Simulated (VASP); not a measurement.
PtWC3, 5 atoms in the cell. Symmetry: Pm-3m, No. 221, cubic system. The conventional cell has a = 3.875 Å, b = 3.875 Å, c = 3.875 Å, α = 90.00°, β = 90.00°, γ = 90.00°. Within 2.6 Å of Pt (site symmetry m-3m) lie 6 C at 1.94 Å. W (site symmetry m-3m) has 12 C at 2.74 Å and 8 Pt at 3.36 Å within 3.6 Å. C (site symmetry 4/mmm) has 2 Pt at 1.94 Å within 2.6 Å. The cell was generated, and may not be a known phase.

```yaml
Program: VASP 6.6.1
Task: single point
Functional: PBE
Potentials_or_basis: VASP PAW PBE potentials, release 64 (Pt, W_sv, C)
Cutoff: 600 eV
k_mesh: 4 × 4 × 4
Occupations: gaussian, width 0.1 eV
Spin: no spin polarisation
Dipole_correction: no
Further_INCAR_settings: ALGO = Normal; EDIFF = 1e-06; NBANDS = 26
```

Potentials or basis: VASP PAW PBE potentials, release 64 (Pt, W_sv, C).

Run with:

```bash
$ cat potpaw_PBE.64/Pt/POTCAR potpaw_PBE.64/W_sv/POTCAR potpaw_PBE.64/C/POTCAR > POTCAR
$ mpirun -np 1 vasp_std > vasp.out
```

Hardware: 1 thread of Intel Xeon 8259CL (shared host).

Question: How long does it take, and how much memory?

Answer: Wall time 32 s on 1 thread of Intel Xeon 8259CL, with other jobs on the host, peak memory 0.18 GiB. Counts: scf iterations 14, k points 10.
